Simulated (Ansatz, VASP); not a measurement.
**CaO in VASP and in Ansatz**

```
Ca O
1.0
     0.00000    2.35368    2.35368
     2.35368    0.00000    2.35368
     2.35368    2.35368    0.00000
Ca O
1 1
Direct
  0.00000 0.00000 0.00000
  0.50000 0.50000 0.50000
```

Alike in both runs: task single point; functional LDA; k mesh 8 × 8 × 8; occupations gaussian, width 0.02 eV; no spin polarisation.

|  | VASP | Ansatz |
| --- | --- | --- |
| version | VASP 6.6.1 | Ansatz 0.2.0 |
| potentials or method | VASP PAW LDA potentials, release 64 (Ca_sv, O), cutoff 600 eV | scalar-relativistic, plane waves, PAW |
| valence electrons in the cell | 16 | 16 |

```csv
,VASP,Ansatz,Ansatz less VASP
gap on the k mesh at the Fermi level (eV),3.42,3.45,+0.028
least direct gap on the mesh (eV),3.78,3.81,+0.029
pressure (GPa),0.9,0.0,-0.89
```

Ansatz warns that its potentials were made for another functional, while VASP's fit it. LDA's correlation is that of Perdew and Zunger in VASP and of Perdew and Wang (1992) in Ansatz.
